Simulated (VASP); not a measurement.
Wanted: the native input for a VASP 6.6.1 run.

* Task: relaxation of cell and atoms
* Functional: PBE
* Potentials or basis: VASP PAW PBE potentials, release 64 (As)
* Cutoff: 600 eV
* k mesh: 16 × 16 × 16
* Occupations: fermi-dirac, width 0.05 eV
* Spin: no spin polarisation
* Dipole correction: no
* Further INCAR settings: ALGO = Normal; EDIFF = 1e-06; IBRION = 2; EDIFFG = -0.005; NSW = 60; ISIF = 3

The structure of As lies in POSCAR:

```
As
1.0
   -1.6809877034      1.6809877034      1.6809877034
    1.6809877034     -1.6809877034      1.6809877034
    1.6809877034      1.6809877034     -1.6809877034
As
1
Direct
    0.0000000000      0.0000000000      0.0000000000
```

These files were run (other wordings do the same):

INCAR

```
SYSTEM = As
PREC = Accurate
ENCUT = 600
EDIFF = 1E-6
ISMEAR = -1
SIGMA = 0.05
LREAL = .FALSE.
LASPH = .TRUE.
NELM = 100
ALGO = Normal
ISIF = 3
LWAVE = .FALSE.
LCHARG = .FALSE.
GGA = PE
IBRION = 2
NSW = 60
EDIFFG = -0.005
```

KPOINTS

```
Automatic mesh
0
G
  16 16 16
  0 0 0
```

Potentials or basis: VASP PAW PBE potentials, release 64 (As).

Launch:

```console
$ cat potpaw_PBE.64/As/POTCAR > POTCAR
$ mpirun -np 1 vasp_std > vasp.out
```

It gave:

```yaml
Relaxed_volume: 19.12 Å³/atom
Relaxed_cell: a = 2.918 Å, b = 2.918 Å, c = 2.918 Å, α = 109.47°, β = 109.47°, γ = 109.47°
Space_group_after_relaxing_to_0.05_Å: Im-3m (No. 229)
Energy_gained_by_relaxing: 0.2 meV/atom
Ionic_steps: 3
Pressure_after_relaxing: 0.0 GPa
```

It took 20 s on 1 thread of AMD EPYC 7R43 64-Core Processor (Zen 3), with other jobs on the host, peak memory 0.12 GiB.
